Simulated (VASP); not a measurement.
Input of a VASP 6.6.1 run:

File INCAR:

```
ALGO = Normal
EDIFF = 1E-6
ENCUT = 520
GGA = PE
GGA_COMPAT = False
ISIF = 2
ISMEAR = -1
ISYM = 0
LASPH = True
LCHARG = False
LREAL = False
LWAVE = False
NBANDS = 87
NELM = 120
PREC = Accurate
SIGMA = 0.3619
```

The input KPOINTS:

```
Automatic mesh
0
Gamma
  1 1 1
  0.25 0.25 0.25
```

The input POSCAR:

```
TiC
1.0
    5.9470330000      0.1677040000     -0.0467090000
    0.1677040000      5.6385680000      0.0272880000
   -0.0467090000      0.0272880000      5.8999950000
Ti C
9 9
Direct
    0.5281076705      0.7714175542      0.1782430221
    0.6138418737      0.8928704983      0.6431487298
    0.1452091630      0.1926333978      1.1590930153
    0.6049839902      0.2479209451      0.2885758260
    0.0757211032      0.6453675441      0.2241456251
    0.0727598861      0.7416439759     -0.1584254630
    0.3405236002      0.3055764250      0.6231449259
    0.7419435874      0.3028052959      0.7981472005
    1.0175602147      0.0564625652      0.5083211883
    0.3795026692      0.4732343454      1.1457361525
    0.7842947058      0.5121481514      0.0548029486
    0.4701335120      0.1032238802      0.9824780687
    0.4008116381      1.0189433699      0.3899444973
    0.8632854513     -0.0262608977      0.0672249396
    0.2918757954      0.9982253031      0.7963211248
   -0.1955796757      0.5845071247      0.4566228681
    0.5932123460      0.5394510999      0.5374233052
    0.0134229714      0.4186502707      0.5283602520
```

Potentials or basis: VASP PAW PBE potentials, release 64 (Ti_sv, C).

Run with:

```sh
$ cat potpaw_PBE.64/Ti_sv/POTCAR potpaw_PBE.64/C/POTCAR > POTCAR
$ mpirun -np 1 vasp_std > vasp.out
```

Predict the largest force.

5.208 eV/Å.

What does it give for the pressure?

10.4 GPa.

Forces in eV/Å, atoms in the order of the input:
```
Ti   2.516 -0.194 -0.996
Ti  -1.193 -1.853  1.250
Ti   1.274 -1.207 -2.908
Ti   4.037  1.323 -2.942
Ti  -1.390  1.240  2.628
Ti  -1.345 -0.856 -0.998
Ti  -0.642  2.267  1.265
Ti   1.786  0.204  1.585
Ti  -0.355 -3.117  0.939
C   -3.696  0.356 -0.523
C    2.070  0.472 -0.422
C   -1.085  0.173 -5.091
C   -2.921 -0.150  1.065
C    0.746  0.274  1.040
C    1.030  0.373  2.684
C    1.521 -0.261  1.971
C   -1.197 -0.273 -0.031
C   -1.159  1.229 -0.515
```

Caveat: the k points lie up to 1.12 Å⁻¹ apart, too coarse for converged energies, forces and pressures; the atoms stand as in a frame of molecular dynamics; so wide a smearing shifts energies and pressures.
